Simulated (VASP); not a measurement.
HfO2: single point with r2SCAN

Crystal: HfO2.

```xyz
3
Lattice="0.0000 2.5292 2.5292 2.5292 0.0000 2.5292 2.5292 2.5292 0.0000" Properties=species:S:1:pos:R:3 pbc="T T T"
Hf    0.0000    0.0000    0.0000
O     1.2646    1.2646    1.2646
O     3.7938    3.7938    3.7938
```

- Program: VASP 6.6.1
- Task: single point
- Functional: r2SCAN
- Potentials or basis: VASP PAW PBE potentials, release 64 (Hf_pv, O)
- Cutoff: 660 eV
- k mesh: 6 × 6 × 6
- Occupations: methfessel-paxton, width 0.001 eV
- Spin: no spin polarisation

```yaml
Pressure: -4.3 GPa
Band_gap_on_the_k_mesh: 4.32 eV, direct
```

Levels at points of the mesh, in eV from the valence-band top:
```tsv
k point	band 9	band 10	band 11	band 12	band 13	band 14
(0.00, 0.00, 0.00)	-0.64	-0.64	-0.64	4.43	4.43	6.52
(0.50, 0.00, 0.00)	-2.82	-1.90	-1.90	5.13	5.13	7.56
(0.50, 0.50, 0.00)	-1.56	-1.56	0.00	4.32	6.05	7.24
```

Wall time 72 s on 1 thread of Intel(R) Xeon(R) Platinum 8488C (Sapphire Rapids) (shared host), peak memory 0.17 GiB.

Caveat: the PAW data sets were made with another functional, which shifts forces and pressure a little; spin-orbit coupling is left out, which moves the levels of the heavy elements. A k mesh can miss the band edges.
